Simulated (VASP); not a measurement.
Set up this calculation in VASP 6.6.1, as the native input.

```yaml
Task: single point
Functional: PBE
Dispersion: D3(BJ)
Potentials_or_basis: VASP PAW PBE potentials, release 64 (Al)
Cutoff: 520 eV
k_mesh: 18 × 18 × 6
Occupations: gaussian, width 0.15 eV
Spin: no spin polarisation
Dipole_correction: no
Further_INCAR_settings: ALGO = Normal; EDIFF = 1e-06; NBANDS = 14
```

The structure of Al lies in POSCAR:

```
Al
1.0
    2.7992194178      0.0000000000      0.0000000000
   -1.3996097089      2.4241951266      0.0000000000
    0.0000000000      0.0000000000      9.6435908163
Al
4
Direct
    0.0000000000      0.0000000000      0.0000000000
    0.3333333333      0.6666666667      0.2500000000
    0.0000000000      0.0000000000      0.5000000000
    0.6666666667      0.3333333333      0.7500000000
```

This isn't the form of Al at room conditions, which is fcc.

The input as run:

INCAR

```
ALGO     = Normal         # electronic algorithm
EDIFF    = 1E-6           # SCF threshold, eV
ENCUT    = 520            # plane-wave cutoff, eV
GGA      = PE             # functional
ISIF     = 2              # what is computed and relaxed
ISMEAR   = 0              # smearing method
IVDW     = 12             # dispersion correction
LASPH    = True           # aspherical terms in the spheres
LCHARG   = False          # write CHGCAR
LREAL    = False          # projectors in reciprocal space
LWAVE    = False          # write WAVECAR
NBANDS   = 14             # bands
NELM     = 60             # most SCF steps
PREC     = Accurate       # precision mode
SIGMA    = 0.15           # smearing width, eV
```

KPOINTS

```
k-points
0
Gamma
  18 18 6
```

Potentials or basis: VASP PAW PBE potentials, release 64 (Al).

Run with:

```bash
$ cat potpaw_PBE.64/Al/POTCAR > POTCAR
$ mpirun -np 1 vasp_std > vasp.out
```

Results of the run:

```
Pressure                   : -2.2 GPa
Band gap on the k mesh     : zero (bands 6 and 7 overlap by 4.62 eV)
Dispersion energy per atom : -0.339 eV
```

It took 42 s on 1 thread of Intel(R) Xeon(R) 6975P-C (Granite Rapids), with other jobs on the host, peak memory 0.25 GiB.
